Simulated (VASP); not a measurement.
# CuSi16 (a cell with a defect): single point with PBE

The system is CuSi16 (a cell with a defect).

```xyz
17
Lattice="0.0000 5.4300 5.4300 5.4300 0.0000 5.4300 5.4300 5.4300 0.0000" Properties=species:S:1:pos:R:3 pbc="T T T"
Si   -0.1410   -0.1412    0.1394
Si    1.2982    1.2971    1.2788
Si    2.6679    2.6665   -0.0152
Si    3.9424    3.9416    1.4852
Si    2.7750   -0.0784    2.6533
Si    4.1493    1.2966    4.1297
Si    5.4427    2.6666    2.7599
Si    6.8345    4.0576    4.0231
Si   -0.0762    2.7753    2.6528
Si    1.2981    4.1503    4.1292
Si    2.6686    5.4443    2.7593
Si    4.0605    6.8353    4.0225
Si    2.7749    2.7748    5.5037
Si    4.2141    4.2130    6.6431
Si    5.5607    5.5602    5.2972
Si    6.8352    6.8353    6.7975
Cu    7.4666    7.4660    3.3912
```

| Property | Result |
| --- | --- |
| Program | VASP 6.6.1 |
| Task | single point |
| Functional | PBE |
| Potentials or basis | VASP PAW PBE potentials, release 64 (Si, Cu) |
| Cutoff | 520 eV |
| k mesh | 2 × 2 × 2 |
| Occupations | fermi-dirac, width 0.05 eV |
| Spin | no spin polarisation |

- Largest force: 0.017 eV/Å

Forces on the atoms (eV/Å):
```
Si   0.011  0.006 -0.011
Si  -0.005 -0.008  0.001
Si  -0.001  0.001 -0.005
Si  -0.002  0.003  0.001
Si   0.005 -0.001 -0.005
Si  -0.002 -0.008  0.004
Si   0.004  0.001  0.002
Si   0.004  0.006 -0.004
Si   0.000  0.009 -0.007
Si  -0.004 -0.002  0.004
Si  -0.004 -0.005  0.005
Si  -0.004 -0.001 -0.001
Si   0.006  0.010  0.000
Si  -0.011 -0.005  0.011
Si   0.000 -0.005  0.000
Si   0.001  0.000  0.004
Cu   0.000  0.000  0.000
```

Levels at points of the mesh, in eV from the Fermi level:
```tsv
k point	band 35	band 36	band 37	band 38	band 39	band 40
(0.00, 0.00, 0.00)	-0.51	-0.10	0.00	0.04	0.04	0.56
(0.50, 0.00, 0.00)	-1.00	-0.91	-0.73	0.68	1.02	1.10
(0.00, 0.50, 0.00)	-1.00	-0.92	-0.72	0.68	1.02	1.09
(0.00, 0.00, 0.50)	-0.92	-0.52	-0.51	0.57	0.98	1.46
(0.50, 0.50, 0.50)	-1.00	-0.92	-0.72	0.68	1.02	1.09
(0.50, 0.50, 0.00)	-1.48	-1.46	-1.16	0.73	0.81	1.88
(0.00, 0.50, 0.50)	-1.48	-1.46	-1.16	0.73	0.81	1.88
(0.50, 0.00, 0.50)	-1.48	-1.46	-1.16	0.73	0.81	1.88
```

It took 5.1 min on 1 thread of AMD EPYC 9R45 96-Core Processor (Zen 5) (shared host), peak memory 0.47 GiB.

Caveat: the k points lie up to 0.50 Å⁻¹ apart; the cell carries a net charge on a neutralising background, which shifts energy and pressure; the cell is charged against a uniform background, so pressure and absolute levels hang on convention.
